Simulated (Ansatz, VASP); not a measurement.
**Pb in VASP and in Ansatz**

```
CELL_PARAMETERS angstrom
3.63314 0.00000 0.00000
-1.81657 3.14639 0.00000
0.00000 0.00000 11.68372
ATOMIC_POSITIONS crystal
Pb 0.00000 0.00000 0.00000
Pb 0.00000 0.00000 0.50000
Pb 0.33333 0.66667 0.25000
Pb 0.66667 0.33333 0.75000
```

Alike in both runs: task single point; functional BLYP; k mesh 13 × 13 × 4; occupations fermi-dirac, width 0.1 eV; no spin polarisation.

|  | VASP | Ansatz |
| --- | --- | --- |
| version | VASP 6.6.1 | Ansatz 0.2.0 |
| potentials or method | VASP PAW PBE potentials, release 64 (Pb_d), cutoff 520 eV | plane waves (420 eV) with PAW, scalar-relativistic |
| valence electrons in the cell | 56 | 56 |

```csv
,VASP,Ansatz,Ansatz less VASP
pressure (GPa),1.5,1.5,-0.07
"traceless stress, the component that is largest in VASP (GPa)",0.44,0.44,-0.006
```

VASP's potentials were made for PBE, not for BLYP. The functional is the same, so the differences come from potentials, cutoffs and numerics.

Neither program's run includes spin-orbit coupling.
